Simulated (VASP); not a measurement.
# In (Im-3m) in VASP: a series of runs

Runs on In. Level: PBE. Tasks: single point, relaxation of cell and atoms.

All numbers are computed with VASP 6.6.1; they aren't measurements. Logs are shortened: lines on timing, memory, paths and dates and some standing lists are left out, and cuts for length are marked.

**1. The cell of the first run**

It takes space group Im-3m (No. 229, cubic). The conventional cell has a = 3.813 Å, b = 3.813 Å, c = 3.813 Å, α = 90.00°, β = 90.00°, γ = 90.00°. In (site symmetry m-3m) has 14 In at 3.30 to 3.81 Å within 4.3 Å.

**2. Single point, PBE**

Input file INCAR:

```
SYSTEM = In
PREC = Accurate ; ENCUT = 520
EDIFF = 1E-6 ; ISMEAR = 0
SIGMA = 0.1 ; LREAL = .FALSE.
LASPH = .TRUE. ; NELM = 60
ALGO = Normal ; ISIF = 2
LWAVE = .FALSE. ; LCHARG = .FALSE.
GGA = PE ; NBANDS = 12
```

Input file KPOINTS:

```
regular mesh
0
G
  14 14 14
  0 0 0
```

Input file POSCAR:

```
In
1.0
   -1.9066087827      1.9066087827      1.9066087827
    1.9066087827     -1.9066087827      1.9066087827
    1.9066087827      1.9066087827     -1.9066087827
In
1
Direct
    0.0000000000      0.0000000000      0.0000000000
```

Potentials or basis: VASP PAW PBE potentials, release 64 (In_d).

On the command line:

```sh
$ cat potpaw_PBE.64/In_d/POTCAR > POTCAR
$ mpirun -np 1 vasp_std > vasp.out
```

OUTCAR:

```text
SYSTEM = In
   PREC = Accurate
   ENCUT = 520
   EDIFF = 1E-6
   ISMEAR = 0
   LREAL = .FALSE.
   LASPH = .TRUE.
   NELM = 60
   ISIF = 2
   GGA = PE

 ion  position               nearest neighbor table
   1  0.000  0.000  0.000-

  LATTYP: Found a body centered cubic cell.
 ALAT       =     3.8132175654

  Lattice vectors:

 A1 = (  -1.9066087827,   1.9066087827,   1.9066087827)
 A2 = (   1.9066087827,  -1.9066087827,   1.9066087827)
 A3 = (   1.9066087827,   1.9066087827,  -1.9066087827)

Analysis of symmetry for initial positions (statically):
=====================================================================
 Subroutine PRICEL returns:
 Original cell was already a primitive cell.

 Routine SETGRP: Setting up the symmetry group for a
 body centered cubic supercell.

 Subroutine GETGRP returns: Found 48 space group operations
 (whereof 48 operations were pure point group operations)
 out of a pool of 48 trial point group operations.

The static configuration has the point symmetry O_h .

Analysis of symmetry for dynamics (positions and initial velocities):
=====================================================================
 Subroutine PRICEL returns:
 Original cell was already a primitive cell.

 Routine SETGRP: Setting up the symmetry group for a
 body centered cubic supercell.

 Subroutine GETGRP returns: Found 48 space group operations
 (whereof 48 operations were pure point group operations)
 out of a pool of 48 trial point group operations.

The dynamic configuration has the point symmetry O_h .

 Subroutine INISYM returns: Found 48 space group operations
 (whereof 48 operations are pure point group operations),
 and found     1 'primitive' translations

----------------------------------------------------------------------------------------

                                     Primitive cell

  volume of cell :      27.7233

  direct lattice vectors                    reciprocal lattice vectors
    -1.906608783  1.906608783  1.906608783     0.000000000  0.262245724  0.262245724
     1.906608783 -1.906608783  1.906608783     0.262245724  0.000000000  0.262245724
     1.906608783  1.906608783 -1.906608783     0.262245724  0.262245724  0.000000000

  length of vectors
     3.302343282  3.302343282  3.302343282     0.370871459  0.370871459  0.370871459

  position of ions in fractional coordinates (direct lattice)
     0.000000000  0.000000000  0.000000000

  ion indices of the primitive-cell ions
   primitive index   ion index
                 1           1

----------------------------------------------------------------------------------------

 KPOINTS: regular mesh

Automatic generation of k-mesh.
 Grid dimensions read from file:
 generate k-points for:   14   14   14

 Generating k-lattice:

  Cartesian coordinates                     Fractional coordinates (reciprocal lattice)
     0.000000000  0.018731837  0.018731837     0.071428571  0.000000000  0.000000000
     0.018731837  0.000000000  0.018731837     0.000000000  0.071428571  0.000000000
     0.018731837  0.018731837  0.000000000     0.000000000  0.000000000  0.071428571

  Length of vectors
     0.026490819  0.026490819  0.026490819

  Shift w.r.t. Gamma in fractional coordinates (k-lattice)
     0.000000000  0.000000000  0.000000000

 Subroutine IBZKPT returns following result:
 ===========================================

 Found    104 irreducible k-points:

 Following reciprocal coordinates:
            Coordinates               Weight
  0.000000  0.000000  0.000000      1.000000
  0.071429  0.000000  0.000000     12.000000
  0.142857  0.000000  0.000000     12.000000
  0.214286  0.000000  0.000000     12.000000
  0.285714  0.000000  0.000000     12.000000
  0.357143  0.000000  0.000000     12.000000
[... 16 lines left out ...]
  0.285714  0.285714  0.000000     24.000000
  0.357143  0.285714  0.000000     24.000000
 [... further k-points ...]
   k-points           NKPTS =    104   k-points in BZ     NKDIM =    104   number of bands    NBANDS=     12
   number of dos      NEDOS =    301   number of ions     NIONS =      1
   total plane-waves  NPLWV =  21952
   dimension x,y,z NGX =    28 NGY =   28 NGZ =   28
   dimension x,y,z NGXF=    56 NGYF=   56 NGZF=   56
   ions per type =               1
   NGX,Y,Z   is equivalent  to a cutoff of  14.10, 14.10, 14.10 a.u.
   NGXF,Y,Z  is equivalent  to a cutoff of  28.19, 28.19, 28.19 a.u.
 SYSTEM =  In
   PREC   = accura    normal or accurate (medium, high low for compatibility)
   ISTART =      0    job   : 0-new  1-cont  2-samecut
   ICHARG =      2    charge: 1-file 2-atom 10-const
   ISPIN  =      1    spin polarized calculation?
   LNONCOLLINEAR =      F non collinear calculations
   LSORBIT =      F    spin-orbit coupling
   LASPH  =      T    aspherical Exc in radial PAW
   ENCUT  =  520.0 eV  38.22 Ry    6.18 a.u.   6.14  6.14  6.14*2*pi/ulx,y,z
   NELM   =     60;   NELMIN=  2; NELMDL= -5     # of ELM steps
   EDIFF  = 0.1E-05   stopping-criterion for ELM
   LREAL  =      F    real-space projection
   EDIFFG = 0.1E-04   stopping-criterion for IOM
   NSW    =      0    number of steps for IOM
   IBRION =     -1    ionic relax: 0-MD 1-quasi-New 2-CG
   NFREE  =      0    steps in history (QN), initial steepest desc. (CG)
   ISIF   =      2    stress and relaxation
   ISYM   =      2    0-nonsym 1-usesym 2-fastsym
   POTIM  = 0.5000    time-step for ionic-motion
   TEBEG  =    0.0;   TEEND  =   0.0 temperature during run
   PSTRESS=    0.0 pullay stress
   NELECT =      13.0000    total number of electrons
   NUPDOWN=      -1.0000    fix difference up-down
   EMIN   =  10.00;   EMAX   =-10.00  energy-range for DOS
   EFERMI =   0.00;   METHOD = LEGACY
   ISMEAR =     0;   SIGMA  =   0.10  broadening in eV -4-tet -1-fermi 0-gaus
   EFERMI_NEDOS =   21; number of points for ismear=-14 and -15
   IALGO  =     38    algorithm
   IMIX   =      4    mixing-type and parameters
     AMIX     =   0.40;   BMIX     =  1.00
     AMIX_MAG =   1.60;   BMIX_MAG =  1.00
  volume/ion in A,a.u.               =      27.72       187.09
  Fermi-wavevector in a.u.,A,eV,Ry     =   1.271865  2.403476 22.009337  1.617641
  Thomas-Fermi vector in A             =   2.404775
   LORBIT       =      0    0 simple, 1 ext, 2 COOP (PROOUT), +10 PAW based schemes
   GGA     = PE    functional components
   LHFCALC =     F    Hartree Fock is set to
   AEXX    =    0.0000 exact exchange contribution
   IVDW    =     0    specifies the selected vdW correction
   LEPSILON=     F    determine dielectric tensor
   LRPA    =     F    only Hartree local field effects (RPA)
 non-spin polarized calculation
 Gauss-broadening in eV      SIGMA  =   0.10
  energy-cutoff  :      520.00
  volume of cell :       27.72
 maximum number of plane-waves:       767
 NGX is ok and might be reduce to    28
   NGX = 13   NGY = 13   NGZ = 13

 number of electron      13.0000003 magnetization

 Free energy of the ion-electron system (eV)
  ---------------------------------------------------
  ext. energy  EPLUGINS =         0.00000000
  ---------------------------------------------------
  free energy    TOTEN  =        -2.54823717 eV

  energy without entropy =       -2.54392852  energy(sigma->0) =       -2.54608284

 E-fermi :   6.8430     XC(G=0):  -9.9831

 val. band max:        6.8245274940   @ k =   0.3571   0.2857   0.0000
 cond. band min:       6.8549215253   @ k =  -0.3571  -0.4286   0.1429
 fundamental gap:      0.0303940313
 Fermi energy:         6.8429834677

 k-point     1 :       0.0000    0.0000    0.0000
  band No.  band energies     occupation
      1      -7.7403      2.00000
      2      -7.7403      2.00000
      3      -7.7403      2.00000
      4      -7.5010      2.00000
      5      -7.5010      2.00000
      6      -2.2662      2.00000
      7      17.3757      0.00000
      8      17.3757      0.00000
      9      17.3757      0.00000
     10      19.7115      0.00000
     11      19.7115      0.00000
     12      19.7115      0.00000

 k-point     2 :       0.0714    0.0000    0.0000
  band No.  band energies     occupation
      1      -7.7450      2.00000
      2      -7.7356      2.00000
      3      -7.7219      2.00000
      4      -7.5061      2.00000
      5      -7.5012      2.00000
      6      -2.1533      2.00000
      7      16.2638      0.00000
      8      16.8509      0.00000
      9      17.1345      0.00000
     10      18.9050      0.00000
     11      19.2289      0.00000
     12      19.5573      0.00000

 k-point     3 :       0.1429    0.0000    0.0000
  band No.  band energies     occupation
      1      -7.7581      2.00000
      2      -7.7249      2.00000
      3      -7.6699      2.00000
      4      -7.5187      2.00000
      5      -7.5018      2.00000
      6      -1.8127      2.00000
      7      13.9946      0.00000
      8      15.8086      0.00000
      9      16.4815      0.00000
     10      18.1741      0.00000
     11      18.4868      0.00000
     12      19.6407      0.00000

 k-point     4 :       0.2143    0.0000    0.0000
  band No.  band energies     occupation
      1      -7.7770      2.00000
      2      -7.7179      2.00000
      3      -7.5938      2.00000
      4      -7.5311      2.00000
      5      -7.5025      2.00000
      6      -1.2398      2.00000
      7      11.5927      0.00000
      8      14.7433      0.00000
      9      15.6958      0.00000
     10      17.6003      0.00000
     11      17.8387      0.00000
     12      20.1279      0.00000

 k-point     5 :       0.2857    0.0000    0.0000
  band No.  band energies     occupation
      1      -7.7980      2.00000
      2      -7.7240      2.00000
      3      -7.5339      2.00000
      4      -7.5076      2.00000
      5      -7.5032      2.00000
      6      -0.4318      2.00000
      7       9.2953      0.00000
      8      13.8253      0.00000
      9      14.9897      0.00000
     10      17.1622      0.00000
     11      17.3318      0.00000
     12      20.9067      0.00000
[... 228 lines left out ...]
      1      -7.7918      2.00000
      2      -7.6880      2.00000
      3      -7.5376      2.00000
      4      -7.5274      2.00000
      5      -7.4322      2.00000
      6       1.9654      2.00000
      7       6.7894      1.55143
      8       8.8089      0.00000
      9      13.1624      0.00000
     10      18.5623      0.00000
     11      19.8015      0.00000
     12      22.6877      0.00000

 k-point    22 :       0.3571    0.2143    0.0000
  band No.  band energies     occupation
      1      -7.7954      2.00000
      2      -7.6828      2.00000
      3      -7.5442      2.00000
      4      -7.5137      2.00000
      5      -7.4237      2.00000
      6       3.2071      2.00000
      7       5.2189      2.00000
      8       8.4746      0.00000
      9      12.9580      0.00000
     10      18.4096      0.00000
     11      20.9284      0.00000
     12      22.2081      0.00000

 k-point    23 :       0.2857    0.2857    0.0000
  band No.  band energies     occupation
      1      -7.7898      2.00000
      2      -7.6523      2.00000
      3      -7.5619      2.00000
      4      -7.5109      2.00000
      5      -7.4436      2.00000
      6       3.1310      2.00000
      7       6.1687      2.00000
      8       7.3014      0.00000
      9      12.8879      0.00000
     10      19.5648      0.00000
     11      19.5898      0.00000
     12      22.1804      0.00000

 k-point    24 :       0.3571    0.2857    0.0000
  band No.  band energies     occupation
      1      -7.7891      2.00000
      2      -7.6320      2.00000
      3      -7.5782      2.00000
      4      -7.4953      2.00000
      5      -7.4575      2.00000
      6       3.9681      2.00000
      7       5.4841      2.00000
      8       6.8245      1.20591
      9      12.7949      0.00000
     10      19.4993      0.00000
     11      20.7597      0.00000
     12      20.8318      0.00000

 [... further k-points ...]
[... 5 lines left out ...]
  --------------------------------------------------------------------------------------
  -------------------------------------------------------------------------------------
  Total       -0.0007534     -0.0007534     -0.0007534      0.0000000      0.0000000      0.0000000
  in kB       -0.0435409     -0.0435409     -0.0435409      0.0000000      0.0000000      0.0000000
  external PRESSURE =      -0.0435409 kB  Pullay stress =       0.0000000 kB

 VOLUME and BASIS-vectors are now :
 -----------------------------------------------------------------------------
  energy-cutoff  :      520.00
  volume of cell :       27.72
      direct lattice vectors                 reciprocal lattice vectors
    -1.906608783  1.906608783  1.906608783     0.000000000  0.262245724  0.262245724
     1.906608783 -1.906608783  1.906608783     0.262245724  0.000000000  0.262245724
     1.906608783  1.906608783 -1.906608783     0.262245724  0.262245724  0.000000000

 POSITION                                       TOTAL-FORCE (eV/Angst)
 -----------------------------------------------------------------------------------
      0.00000      0.00000      0.00000         0.000000      0.000000      0.000000
 -----------------------------------------------------------------------------------
    total drift:                               -0.000000     -0.000000     -0.000000

  FREE ENERGIE OF THE ION-ELECTRON SYSTEM (eV)
  ---------------------------------------------------
  free  energy   TOTEN  =        -2.5482371693 eV

  energy  without entropy=       -2.5439285186  energy(sigma->0) =       -2.54608284
```

Run time: 14 s. Hardware: 1 thread of Intel Xeon 6975P-C (Granite Rapids), shared host; peak memory 0.17 GiB.

Results:

| Item | Value |
| --- | --- |
| Free energy | -2.5482 eV |
| Pressure | 0.0 GPa |

Caveat: spin-orbit coupling is left out, which moves the levels of the heavy elements.

**3. Relaxation of cell and atoms, PBE**

This run uses another cell than the first one, of 26.69 Å³/atom, 0.963 times its volume.

Input file INCAR:

```
PREC = Accurate
ENCUT = 600
EDIFF = 1E-7
ISMEAR = 0
SIGMA = 0.1
LREAL = F
LASPH = T
NELM = 80
ALGO = Normal
ISIF = 3
LWAVE = F
LCHARG = F
GGA = PE
IBRION = 2
NSW = 90
EDIFFG = -0.02
```

Input file KPOINTS:

```
regular mesh
0
Gamma
  14 14 14
```

Input file POSCAR:

```
In
1.0
   -1.8825252400      1.8825252400      1.8825252400
    1.8825252400     -1.8825252400      1.8825252400
    1.8825252400      1.8825252400     -1.8825252400
In
1
Direct
    0.0000000000      0.0000000000      0.0000000000
```

Potentials or basis: VASP PAW PBE potentials, release 64 (In_d).

On the command line:

```sh
$ cat potpaw_PBE.64/In_d/POTCAR > POTCAR
$ mpirun -np 1 vasp_std > vasp.out
```

Wall time 35 s (1 thread of Intel Xeon 6975P-C (Granite Rapids), shared host); peak memory 0.18 GiB.

Results (log left out):

| Item | Value |
| --- | --- |
| Free energy | -2.5481 eV |
| Relaxed volume | 27.74 Å³/atom |
| Relaxed cell | a = 3.303 Å, b = 3.303 Å, c = 3.303 Å, α = 109.47°, β = 109.47°, γ = 109.47° |
| Space group after relaxing (to 0.05 Å) | Im-3m (No. 229) |
| Energy gained by relaxing | 4.6 meV/atom |
| Ionic steps | 3 |
| Pressure after relaxing | 0.0 GPa |

Step by step:
| step | energy change (eV) | largest force (eV/Å) | pressure (GPa) | volume (Å³) |
| --- | --- | --- | --- | --- |
| 1 | 0.0000 | 0.0000 | 1.43 | 26.69 |
| 2 | -0.0045 | 0.0000 | 0.16 | 27.62 |
| 3 | -0.0046 | 0.0000 | 0.00 | 27.74 |

Final structure:
```
In
1.0
    -1.90710    1.90710    1.90710
     1.90710   -1.90710    1.90710
     1.90710    1.90710   -1.90710
In
1
Direct
  0.00000 0.00000 0.00000
```

Levels at points of the mesh, in eV from the Fermi level:
| k point | band 2 | band 3 | band 4 | band 5 | band 6 | band 7 | band 8 | band 9 | band 10 |
| --- | --- | --- | --- | --- | --- | --- | --- | --- | --- |
| (0.00, 0.00, 0.00) | -14.58 | -14.58 | -14.34 | -14.34 | -9.10 | 10.52 | 10.52 | 10.52 | 12.87 |
| (0.50, 0.00, 0.00) | -14.61 | -14.36 | -14.35 | -14.20 | -3.88 | -2.91 | 5.70 | 7.16 | 9.78 |
| (0.50, 0.50, 0.50) | -14.67 | -14.23 | -14.23 | -14.23 | 0.67 | 1.31 | 1.31 | 1.31 | 5.22 |

Caveat: spin-orbit coupling is left out, which moves the levels of the heavy elements.
